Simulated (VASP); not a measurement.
# Sr (Im-3m) in VASP: a series of runs, part 2 of 2

VASP 6.6.1.

### 4 Single point, PBE

This run uses another cell than the first one, of 54.24 Å³/atom, 1.087 times its volume.

INCAR

```
  ALGO = Normal
  EDIFF = 1E-6
  ENCUT = 520
  GGA = PE
  ISIF = 2
  ISMEAR = -1
  LASPH = T
  LCHARG = F
  LREAL = F
  LWAVE = F
  NBANDS = 11
  NELM = 60
  PREC = Accurate
  SIGMA = 0.1
```

KPOINTS

```
k-points
0
Gamma
  15 15 15
```

POSCAR

```
Sr
1.0
   -2.3846097410      2.3846097410      2.3846097410
    2.3846097410     -2.3846097410      2.3846097410
    2.3846097410      2.3846097410     -2.3846097410
Sr
1
Direct
    0.0000000000      0.0000000000      0.0000000000
```

Potentials or basis: VASP PAW PBE potentials, release 64 (Sr_sv).

Started as:

```sh
> cat potpaw_PBE.64/Sr_sv/POTCAR > POTCAR
> mpirun -np 1 vasp_std > vasp.out
```

OUTCAR:

```text
EDIFF = 1E-6
   ENCUT = 520
   GGA = PE
   ISIF = 2
   ISMEAR = -1
   LASPH = T
   LREAL = F
   NELM = 60
   PREC = Accurate

 ion  position               nearest neighbor table
   1  0.000  0.000  0.000-

  LATTYP: Found a body centered cubic cell.
 ALAT       =     4.7692194820

  Lattice vectors:

 A1 = (  -2.3846097410,   2.3846097410,   2.3846097410)
 A2 = (   2.3846097410,  -2.3846097410,   2.3846097410)
 A3 = (   2.3846097410,   2.3846097410,  -2.3846097410)

Analysis of symmetry for initial positions (statically):
=====================================================================
 Subroutine PRICEL returns:
 Original cell was already a primitive cell.

 Routine SETGRP: Setting up the symmetry group for a
 body centered cubic supercell.

 Subroutine GETGRP returns: Found 48 space group operations
 (whereof 48 operations were pure point group operations)
 out of a pool of 48 trial point group operations.

The static configuration has the point symmetry O_h .

Analysis of symmetry for dynamics (positions and initial velocities):
=====================================================================
 Subroutine PRICEL returns:
 Original cell was already a primitive cell.

 Routine SETGRP: Setting up the symmetry group for a
 body centered cubic supercell.

 Subroutine GETGRP returns: Found 48 space group operations
 (whereof 48 operations were pure point group operations)
 out of a pool of 48 trial point group operations.

The dynamic configuration has the point symmetry O_h .

 Subroutine INISYM returns: Found 48 space group operations
 (whereof 48 operations are pure point group operations),
 and found     1 'primitive' translations

----------------------------------------------------------------------------------------

[... 112 lines left out ...]
  Fermi-wavevector in a.u.,A,eV,Ry     =   0.931760  1.760772 11.812268  0.868177
  Thomas-Fermi vector in A             =   2.058287
   LORBIT       =      0    0 simple, 1 ext, 2 COOP (PROOUT), +10 PAW based schemes
   GGA     = PE    functional components
   LHFCALC =     F    Hartree Fock is set to
   AEXX    =    0.0000 exact exchange contribution
   IVDW    =     0    specifies the selected vdW correction
   LEPSILON=     F    determine dielectric tensor
   LRPA    =     F    only Hartree local field effects (RPA)
 non-spin polarized calculation
  energy-cutoff  :      520.00
  volume of cell :       54.24
 maximum number of plane-waves:      1481
   NGX = 15   NGY = 15   NGZ = 15

 number of electron      10.0000000 magnetization

 Free energy of the ion-electron system (eV)
  ---------------------------------------------------
  ext. energy  EPLUGINS =         0.00000000
  ---------------------------------------------------
  free energy    TOTEN  =        -1.65249390 eV

  energy without entropy =       -1.60824451  energy(sigma->0) =       -1.63036920

 E-fermi :   1.6152     XC(G=0):  -7.3904

 val. band max:        1.6068378904   @ k =  -0.4667  -0.4667   0.2667
 cond. band min:       1.6185948681   @ k =  -0.4667  -0.4667   0.2667
 fundamental gap:      0.0117569778
 Fermi energy:         1.6151767729

 k-point     1 :       0.0000    0.0000    0.0000
  band No.  band energies     occupation
      1     -34.9565      2.00000
      2     -16.8401      2.00000
      3     -16.8401      2.00000
      4     -16.8401      2.00000
      5      -2.0289      2.00000
      6       4.0244      0.00000
      7       4.0244      0.00000
      8       4.0244      0.00000
      9       5.3616      0.00000
     10       5.3616      0.00000
     11       9.7584      0.00000
[... 309 lines left out ...]
 k-point    24 :       0.4000    0.2000    0.0000
  band No.  band energies     occupation
      1     -34.9390      2.00000
      2     -17.0222      2.00000
      3     -16.9367      2.00000
      4     -16.8606      2.00000
      5       1.1332      1.98400
      6       1.8266      0.21547
      7       2.5549      0.00017
      8       5.0823      0.00000
      9       5.8039      0.00000
     10       6.6012      0.00000
     11       7.4082      0.00000

 [... further k-points ...]

------------------------ aborting loop because EDIFF is reached ----------------------------------------

  FORCE on cell =-STRESS in cart. coord.  units (eV):
  Direction    XX          YY          ZZ          XY          YZ          ZX
  --------------------------------------------------------------------------------------
  -------------------------------------------------------------------------------------
  Total        0.0092295      0.0092295      0.0092295      0.0000000      0.0000000      0.0000000
  in kB        0.2726321      0.2726321      0.2726321      0.0000000      0.0000000      0.0000000
  external PRESSURE =       0.2726321 kB  Pullay stress =       0.0000000 kB

 VOLUME and BASIS-vectors are now :
 -----------------------------------------------------------------------------
  energy-cutoff  :      520.00
  volume of cell :       54.24
      direct lattice vectors                 reciprocal lattice vectors
    -2.384609741  2.384609741  2.384609741     0.000000000  0.209677916  0.209677916
     2.384609741 -2.384609741  2.384609741     0.209677916  0.000000000  0.209677916
     2.384609741  2.384609741 -2.384609741     0.209677916  0.209677916  0.000000000

 POSITION                                       TOTAL-FORCE (eV/Angst)
 -----------------------------------------------------------------------------------
      0.00000      0.00000      0.00000         0.000000      0.000000      0.000000
 -----------------------------------------------------------------------------------
    total drift:                                0.000000      0.000000     -0.000000

  FREE ENERGIE OF THE ION-ELECTRON SYSTEM (eV)
  ---------------------------------------------------
  free  energy   TOTEN  =        -1.6524938998 eV

  energy  without entropy=       -1.6082445064  energy(sigma->0) =       -1.63036920
```

OSZICAR:

```text
N       E                     dE             d eps       ncg     rms          rms(c)
DAV:   1     0.365166642836E+02    0.36517E+02   -0.48717E+03  2640   0.789E+02
DAV:   2    -0.328054186895E-01   -0.36549E+02   -0.35969E+02  3106   0.152E+02
DAV:   3    -0.158287036049E+01   -0.15501E+01   -0.15312E+01  3914   0.236E+01
DAV:   4    -0.164807984281E+01   -0.65209E-01   -0.65059E-01  3487   0.435E+00
DAV:   5    -0.164896198326E+01   -0.88214E-03   -0.88209E-03  3782   0.463E-01    0.112E+01
DAV:   6    -0.165069821558E+01   -0.17362E-02   -0.68958E-03  3184   0.929E-01    0.631E+00
DAV:   7    -0.165237031810E+01   -0.16721E-02   -0.11980E-02  2943   0.122E+00    0.288E-01
DAV:   8    -0.165245546307E+01   -0.85145E-04   -0.14256E-03  4195   0.217E-01    0.675E-02
DAV:   9    -0.165247618619E+01   -0.20723E-04   -0.12209E-05  3166   0.326E-02    0.304E-02
DAV:  10    -0.165249463784E+01   -0.18452E-04   -0.74358E-06  3258   0.205E-02    0.570E-03
DAV:  11    -0.165249389978E+01    0.73806E-06   -0.52973E-07  2859   0.550E-03
   1 F= -.16524939E+01 E0= -.16303692E+01  d E =-.442494E-01
```

stdout:

```text
POSCAR found type information on POSCAR Sr
 POSCAR found :  1 types and       1 ions
 scaLAPACK will be used
 LDA part: xc-table for (Slater+PW92), standard interpolation
 POSCAR, INCAR and KPOINTS ok, starting setup
 FFT: planning ... GRIDC
 FFT: planning ... GRID_SOFT
 FFT: planning ... GRID
 WAVECAR not read
 entering main loop
```

Wall time 19 s (1 thread of Intel Xeon Platinum 8559C (Emerald Rapids), shared host); peak memory 0.22 GiB.

Results:

```yaml
Free_energy: -1.6525 eV
Pressure: 0.0 GPa
Band_gap_on_the_k_mesh: zero (band 5 reaches 1.95 eV, above the bottom of band 6 at 1.50 eV)
```

### 5 Summary

```csv
cell,gap on the mesh (eV),pressure (GPa)
"a = 4.017 Å, angles 109.5°, 1 atom",none,1.1
"a = 4.074 Å, angles 109.5°, 1 atom",none,0.5
"a = 4.130 Å, angles 109.5°, 1 atom",none,0.0
```

Alike in all rows: task single point; level PBE; potentials or basis VASP PAW PBE potentials, release 64 (Sr_sv); no spin polarisation; k mesh 15 × 15 × 15; cutoff (eV) 520; smearing fermi-dirac 0.1 eV.

Absolute energies hang on the potentials; compare differences alone.
